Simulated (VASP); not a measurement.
# AlN (F-43m) in VASP: vibrations by perturbation theory with PBE

Aim: the vibrations by perturbation theory of AlN with PBE.

All numbers are computed with VASP 6.6.1; they aren't measurements. Logs are shortened: lines on timing, memory, paths and dates and some standing lists are left out, and cuts for length are marked.

## 1. The cell of the first run

Symmetry: F-43m, No. 216, cubic system. The conventional cell has a = 4.368 Å, b = 4.368 Å, c = 4.368 Å, α = 90.00°, β = 90.00°, γ = 90.00°. Al (site symmetry -43m) has 4 N at 1.89 Å within 2.5 Å. Within 2.5 Å of N (site symmetry -43m) lie 4 Al at 1.89 Å.

## 2. Vibrations by perturbation theory, PBE

Input file INCAR:

```
SYSTEM = AlN
PREC = Accurate ; ENCUT = 520
EDIFF = 1E-8 ; ISMEAR = -1
SIGMA = 0.05 ; LREAL = .False.
LASPH = .True. ; NELM = 60
ALGO = Normal ; ISIF = 2
LWAVE = .False. ; LCHARG = .True.
GGA = PE ; IBRION = 8
NSW = 1
```

Input file KPOINTS:

```
Automatic mesh
0
Gamma
  3 3 3
  0 0 0
```

Input file POSCAR:

```
AlN
1.0
    0.0000000000      2.1839935600      2.1839935600
    2.1839935600      0.0000000000      2.1839935600
    2.1839935600      2.1839935600      0.0000000000
Al N
1 1
Direct
    0.0000000000      0.0000000000      0.0000000000
    0.7500000000      0.7500000000      0.7500000000
```

Potentials or basis: VASP PAW PBE potentials, release 64 (Al, N).

Started as:

```sh
> cat potpaw_PBE.64/Al/POTCAR potpaw_PBE.64/N/POTCAR > POTCAR
> mpirun -np 1 vasp_std > vasp.out
```

OUTCAR:

```text
SYSTEM = AlN
   PREC = Accurate
   ENCUT = 520
   EDIFF = 1E-8
   ISMEAR = -1
   LREAL = .False.
   LASPH = .True.
   NELM = 60
   ISIF = 2
   GGA = PE
   IBRION = 8
   NSW = 1

 ion  position               nearest neighbor table
   1  0.000  0.000  0.000-   2 1.89   2 1.89   2 1.89   2 1.89
   2  0.750  0.750  0.750-   1 1.89   1 1.89   1 1.89   1 1.89

  LATTYP: Found a face centered cubic cell.
 ALAT       =     4.3679871200

  Lattice vectors:

 A1 = (   0.0000000000,   2.1839935600,   2.1839935600)
 A2 = (   2.1839935600,   0.0000000000,   2.1839935600)
 A3 = (   2.1839935600,   2.1839935600,   0.0000000000)

Analysis of symmetry for initial positions (statically):
=====================================================================
 Subroutine PRICEL returns:
 Original cell was already a primitive cell.

 Routine SETGRP: Setting up the symmetry group for a
 face centered cubic supercell.

 Subroutine GETGRP returns: Found 24 space group operations
 (whereof 24 operations were pure point group operations)
 out of a pool of 48 trial point group operations.

The static configuration has the point symmetry T_d .

Analysis of symmetry for dynamics (positions and initial velocities):
=====================================================================
 Subroutine PRICEL returns:
 Original cell was already a primitive cell.

 Routine SETGRP: Setting up the symmetry group for a
 face centered cubic supercell.

 Subroutine GETGRP returns: Found 24 space group operations
 (whereof 24 operations were pure point group operations)
 out of a pool of 48 trial point group operations.

The dynamic configuration has the point symmetry T_d .

 Subroutine INISYM returns: Found 24 space group operations
 (whereof 24 operations are pure point group operations),
 and found     1 'primitive' translations

----------------------------------------------------------------------------------------

                                     Primitive cell

  volume of cell :      20.8345

  direct lattice vectors                    reciprocal lattice vectors
     0.000000000  2.183993560  2.183993560    -0.228938404  0.228938404  0.228938404
     2.183993560  0.000000000  2.183993560     0.228938404 -0.228938404  0.228938404
     2.183993560  2.183993560  0.000000000     0.228938404  0.228938404 -0.228938404

  length of vectors
     3.088633313  3.088633313  3.088633313     0.396532948  0.396532948  0.396532948

  position of ions in fractional coordinates (direct lattice)
     0.000000000  0.000000000  0.000000000
     0.750000000  0.750000000  0.750000000

  ion indices of the primitive-cell ions
   primitive index   ion index
                 1           1
                 2           2

----------------------------------------------------------------------------------------

 KPOINTS: Automatic mesh

Automatic generation of k-mesh.
 Grid dimensions read from file:
 generate k-points for:    3    3    3

 Generating k-lattice:

  Cartesian coordinates                     Fractional coordinates (reciprocal lattice)
    -0.076312801  0.076312801  0.076312801     0.333333333  0.000000000  0.000000000
     0.076312801 -0.076312801  0.076312801     0.000000000  0.333333333  0.000000000
     0.076312801  0.076312801 -0.076312801     0.000000000  0.000000000  0.333333333

  Length of vectors
     0.132177649  0.132177649  0.132177649

  Shift w.r.t. Gamma in fractional coordinates (k-lattice)
     0.000000000  0.000000000  0.000000000

 Subroutine IBZKPT returns following result:
 ===========================================

 Found      4 irreducible k-points:

 Following reciprocal coordinates:
            Coordinates               Weight
  0.000000  0.000000  0.000000      1.000000
  0.333333  0.000000  0.000000      8.000000
  0.333333  0.333333  0.000000      6.000000
 -0.333333  0.333333  0.000000     12.000000
   k-points           NKPTS =      4   k-points in BZ     NKDIM =      4   number of bands    NBANDS=      8
   number of dos      NEDOS =    301   number of ions     NIONS =      2
   total plane-waves  NPLWV =  13824
   dimension x,y,z NGX =    24 NGY =   24 NGZ =   24
   dimension x,y,z NGXF=    48 NGYF=   48 NGZF=   48
   ions per type =               1   1
   NGX,Y,Z   is equivalent  to a cutoff of  12.92, 12.92, 12.92 a.u.
   NGXF,Y,Z  is equivalent  to a cutoff of  25.84, 25.84, 25.84 a.u.
 SYSTEM =  AlN
   PREC   = accura    normal or accurate (medium, high low for compatibility)
   ISTART =      0    job   : 0-new  1-cont  2-samecut
   ICHARG =      2    charge: 1-file 2-atom 10-const
   ISPIN  =      1    spin polarized calculation?
   LNONCOLLINEAR =      F non collinear calculations
   LSORBIT =      F    spin-orbit coupling
   LASPH  =      T    aspherical Exc in radial PAW
   ENCUT  =  520.0 eV  38.22 Ry    6.18 a.u.   5.74  5.74  5.74*2*pi/ulx,y,z
   NELM   =     60;   NELMIN=  2; NELMDL= -5     # of ELM steps
   EDIFF  = 0.1E-07   stopping-criterion for ELM
   LREAL  =      F    real-space projection
   EDIFFG = 0.1E-06   stopping-criterion for IOM
   NSW    =      1    number of steps for IOM
   IBRION =      8    ionic relax: 0-MD 1-quasi-New 2-CG
   NFREE  =      0    steps in history (QN), initial steepest desc. (CG)
   ISIF   =      2    stress and relaxation
   ISYM   =      2    0-nonsym 1-usesym 2-fastsym
   POTIM  = 0.5000    time-step for ionic-motion
   TEBEG  =    0.0;   TEEND  =   0.0 temperature during run
   PSTRESS=    0.0 pullay stress
   NELECT =       8.0000    total number of electrons
   NUPDOWN=      -1.0000    fix difference up-down
   EMIN   =  10.00;   EMAX   =-10.00  energy-range for DOS
   EFERMI =   0.00;   METHOD = LEGACY
   ISMEAR =    -1;   SIGMA  =   0.05  broadening in eV -4-tet -1-fermi 0-gaus
   EFERMI_NEDOS =   21; number of points for ismear=-14 and -15
   IALGO  =     38    algorithm
   IMIX   =      4    mixing-type and parameters
     AMIX     =   0.40;   BMIX     =  1.00
     AMIX_MAG =   1.60;   BMIX_MAG =  1.00
  volume/ion in A,a.u.               =      10.42        70.30
  Fermi-wavevector in a.u.,A,eV,Ry     =   1.189899  2.248583 19.263943  1.415860
  Thomas-Fermi vector in A             =   2.325996
   LORBIT       =      0    0 simple, 1 ext, 2 COOP (PROOUT), +10 PAW based schemes
   GGA     = PE    functional components
   LHFCALC =     F    Hartree Fock is set to
   AEXX    =    0.0000 exact exchange contribution
   IVDW    =     0    specifies the selected vdW correction
   LEPSILON=     F    determine dielectric tensor
   LRPA    =     F    only Hartree local field effects (RPA)
 non-spin polarized calculation
  energy-cutoff  :      520.00
  volume of cell :       20.83
 maximum number of plane-waves:       562
   NGX = 11   NGY = 11   NGZ = 11

--------------------------------------- Ionic step        1  -------------------------------------------

 number of electron       8.0000000 magnetization

 Free energy of the ion-electron system (eV)
  ---------------------------------------------------
  ext. energy  EPLUGINS =         0.00000000
  ---------------------------------------------------
  free energy    TOTEN  =       -14.64034088 eV

  energy without entropy =      -14.64034088  energy(sigma->0) =      -14.64034088

 E-fermi :   7.2678     XC(G=0): -10.9050

 val. band max:        6.0915800397   @ k =   0.0000   0.0000   0.0000
 cond. band min:      10.2393665394   @ k =   0.0000   0.0000   0.0000
 fundamental gap:      4.1477864997
 Fermi energy:         7.2678119573

 k-point     1 :       0.0000    0.0000    0.0000
  band No.  band energies     occupation
      1      -8.9188      2.00000
      2       6.0916      2.00000
      3       6.0916      2.00000
      4       6.0916      2.00000
      5      10.2394      0.00000
      6      18.5463      0.00000
      7      18.5463      0.00000
      8      18.5463      0.00000

 k-point     2 :       0.3333    0.0000    0.0000
  band No.  band energies     occupation
      1      -7.5224      2.00000
      2       1.4955      2.00000
      3       5.7160      2.00000
      4       5.7160      2.00000
      5      13.0434      0.00000
      6      16.4383      0.00000
      7      17.7170      0.00000
      8      17.7170      0.00000

 k-point     3 :       0.3333    0.3333    0.0000
  band No.  band energies     occupation
      1      -7.0762      2.00000
      2       2.1626      2.00000
      3       4.6790      2.00000
      4       4.6790      2.00000
      5      10.8132      0.00000
      6      15.3696      0.00000
      7      18.3889      0.00000
      8      20.8359      0.00000

 k-point     4 :      -0.3333    0.3333    0.0000
  band No.  band energies     occupation
      1      -6.3450      2.00000
      2       1.7538      2.00000
      3       2.3612      2.00000
      4       4.9780      2.00000
      5      12.0620      0.00000
      6      16.1917      0.00000
      7      18.6331      0.00000
      8      19.4407      0.00000

------------------------ aborting loop because EDIFF is reached ----------------------------------------

  FORCE on cell =-STRESS in cart. coord.  units (eV):
  Direction    XX          YY          ZZ          XY          YZ          ZX
  --------------------------------------------------------------------------------------
  -------------------------------------------------------------------------------------
  Total        0.6486196      0.6486196      0.6486196     -0.0000000      0.0000000      0.0000000
  in kB       49.8788678     49.8788678     49.8788678     -0.0000000      0.0000000      0.0000000
  external PRESSURE =      49.8788678 kB  Pullay stress =       0.0000000 kB

 VOLUME and BASIS-vectors are now :
 -----------------------------------------------------------------------------
  energy-cutoff  :      520.00
  volume of cell :       20.83
      direct lattice vectors                 reciprocal lattice vectors
     0.000000000  2.183993560  2.183993560    -0.228938404  0.228938404  0.228938404
     2.183993560  0.000000000  2.183993560     0.228938404 -0.228938404  0.228938404
     2.183993560  2.183993560  0.000000000     0.228938404  0.228938404 -0.228938404

 POSITION                                       TOTAL-FORCE (eV/Angst)
 -----------------------------------------------------------------------------------
      0.00000      0.00000      0.00000         0.000000     -0.000000     -0.000000
      3.27599      3.27599      3.27599        -0.000000      0.000000      0.000000
 -----------------------------------------------------------------------------------
    total drift:                               -0.000000     -0.000000     -0.000000

  FREE ENERGIE OF THE ION-ELECTRON SYSTEM (eV)
  ---------------------------------------------------
  free  energy   TOTEN  =       -14.6403408815 eV

  energy  without entropy=      -14.6403408815  energy(sigma->0) =      -14.64034088

[... ionic steps 2 to 3 ...]

--------------------------------------- Ionic step        4  -------------------------------------------

------------------------ aborting loop because EDIFF is reached ----------------------------------------

[... ionic steps 5 to 6 ...]

--------------------------------------- Ionic step        7  -------------------------------------------

 Free energy of the ion-electron system (eV)
  ---------------------------------------------------
  ---------------------------------------------------
  free energy    TOTEN  =        -0.24028988 eV

  energy without entropy =       -0.24028988

------------------------ aborting loop because EDIFF is reached ----------------------------------------

 INTERNAL STRAIN TENSOR  FOR ION    2  DIRECTION 1   (eV/Angst):
 -----------------------------------------------------------------------------
     0.00917  0.00000  0.00000
    -0.00000 -0.00514  8.44008
     0.00000  8.44008 -0.00514

 INTERNAL STRAIN TENSOR FOR ION    2 for displacements in x,y,z  (eV/Angst):
          X           Y           Z          XY          YZ          ZX
  --------------------------------------------------------------------------------
  x     0.00000     0.00000     0.00000     0.00000     8.44008     0.00000
  y     0.00000     0.00000     0.00000     0.00000     0.00000     8.44008
  z     0.00000     0.00000     0.00000     8.44008     0.00000     0.00000

 SECOND DERIVATIVES (NOT SYMMETRIZED)
 ------------------------------------
               1X          1Y          1Z          2X          2Y          2Z
  1X   -14.732857    0.000000    0.000000   14.732857    0.000000    0.000000
  1Y     0.000000  -14.732857    0.000000    0.000000   14.732857    0.000000
  1Z     0.000000    0.000000  -14.732857    0.000000    0.000000   14.732857
  2X    14.730529    0.000000    0.000000  -14.730529    0.000000    0.000000
  2Y     0.000000   14.730529    0.000000    0.000000  -14.730529    0.000000
  2Z     0.000000    0.000000   14.730529    0.000000    0.000000  -14.730529

 Eigenvectors and eigenvalues of the dynamical matrix
 ----------------------------------------------------

   1 f  =   19.763308 THz   124.176528 2PiTHz  659.233003 cm-1    81.734439 meV
             X         Y         Z           dx          dy          dz
      0.000000  0.000000  0.000000    -0.584528    0.000000   -0.000000
      3.275990  3.275990  3.275990     0.811373   -0.000000    0.000000

   2 f  =   19.763308 THz   124.176528 2PiTHz  659.233003 cm-1    81.734439 meV
             X         Y         Z           dx          dy          dz
      0.000000  0.000000  0.000000     0.000000    0.000000   -0.584528
      3.275990  3.275990  3.275990     0.000000    0.000000    0.811373

   3 f  =   19.763308 THz   124.176528 2PiTHz  659.233003 cm-1    81.734439 meV
             X         Y         Z           dx          dy          dz
      0.000000  0.000000  0.000000     0.000000    0.584528   -0.000000
      3.275990  3.275990  3.275990    -0.000000   -0.811373    0.000000

   4 f/i=    0.000741 THz     0.004653 2PiTHz    0.024702 cm-1     0.003063 meV
             X         Y         Z           dx          dy          dz
      0.000000  0.000000  0.000000    -0.356601   -0.728606   -0.017216
      3.275990  3.275990  3.275990    -0.256902   -0.524901   -0.012403

   5 f/i=    0.000741 THz     0.004653 2PiTHz    0.024702 cm-1     0.003063 meV
             X         Y         Z           dx          dy          dz
      0.000000  0.000000  0.000000     0.098263   -0.067057    0.802605
      3.275990  3.275990  3.275990     0.070790   -0.048309    0.578211

   6 f/i=    0.000741 THz     0.004653 2PiTHz    0.024702 cm-1     0.003063 meV
             X         Y         Z           dx          dy          dz
      0.000000  0.000000  0.000000     0.722155   -0.350662   -0.117711
      3.275990  3.275990  3.275990     0.520253   -0.252623   -0.084801

--------------------------------------------------------------------------------------------------------

 ELASTIC MODULI CONTR FROM IONIC RELAXATION (kBar)
 Direction    XX          YY          ZZ          XY          YZ          ZX
 --------------------------------------------------------------------------------
 XX          -0.0000     -0.0000     -0.0000      0.0000     -0.0000      0.0000
 YY          -0.0000     -0.0000     -0.0000      0.0000      0.0000     -0.0000
 ZZ          -0.0000     -0.0000     -0.0000     -0.0000      0.0000      0.0000
 XY           0.0000      0.0000     -0.0000   -345.1171     -0.0000      0.0000
 YZ          -0.0000      0.0000      0.0000     -0.0000   -345.1171     -0.0000
 ZX           0.0000     -0.0000      0.0000      0.0000     -0.0000   -345.1171
 --------------------------------------------------------------------------------
```

Run time: 6.9 s. Hardware: 1 thread of Intel Xeon 6975P-C (Granite Rapids), shared host; peak memory 0.14 GiB.

What came out:

```yaml
Highest_phonon_frequency_at_Γ_LO-TO_splitting_left_out: 659 cm⁻¹
```

Phonon frequencies in cm⁻¹ (negative: imaginary):
| q point | frequencies |
| --- | --- |
| (0.000, 0.000, 0.000) | 0 0 0 659 659 659 |

Caveat: the k points lie up to 0.83 Å⁻¹ apart; the cell wasn't relaxed at this level first, which shifts response properties.
